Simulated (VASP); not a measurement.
# Pt: single point with PBEsol

Crystal: Pt.

```
Pt
1.0
     2.66160    0.00000    0.00000
    -1.33080    2.30501    0.00000
     0.00000    0.00000    4.62850
Pt
2
Direct
  0.66667 0.33333 0.75000
  0.33333 0.66667 0.25000
```

This isn't the form of Pt at room conditions, which is fcc.

```yaml
Program: VASP 6.6.1
Task: single point
Functional: PBEsol
Potentials_or_basis: VASP PAW PBE potentials, release 64 (Pt)
Cutoff: 520 eV
k_mesh: 18 × 18 × 10
Occupations: gaussian, width 0.15 eV
Spin: no spin polarisation
Dipole_correction: no
Further_INCAR_settings: ALGO = Normal; EDIFF = 1e-06; NBANDS = 17
```

```json
{
 "Pressure": "21.4 GPa",
 "Band gap on the k mesh": "zero (bands 10 and 11 overlap by 1.56 eV)"
}
```

Stress tensor (GPa, compression positive):
```
23.23  0.00  0.00
 0.00 23.23  0.00
 0.00  0.00 17.79
```

Levels at points of the mesh, in eV from the Fermi level:
```tsv
k point	band 7	band 8	band 9	band 10	band 11	band 12	band 13	band 14
(0.00, 0.00, 0.00)	-3.64	-2.13	-2.13	-1.30	-0.25	-0.25	5.35	14.88
(0.50, 0.00, 0.00)	-3.17	0.03	0.39	0.63	2.47	4.10	7.79	9.29
(0.00, 0.00, 0.50)	-4.06	-4.06	-0.92	-0.92	-0.92	-0.92	12.55	12.55
(0.50, 0.00, 0.50)	-1.14	-1.14	0.53	0.53	1.64	1.64	7.28	7.28
```

Wall time 34 s on 1 thread of Intel(R) Xeon(R) 6975P-C (Granite Rapids) (shared host), peak memory 0.2 GiB.

Caveat: the cell stands under pressure; the PAW data sets were made with another functional, which shifts forces and pressure a little; spin-orbit coupling is left out, which moves the levels of the heavy elements.
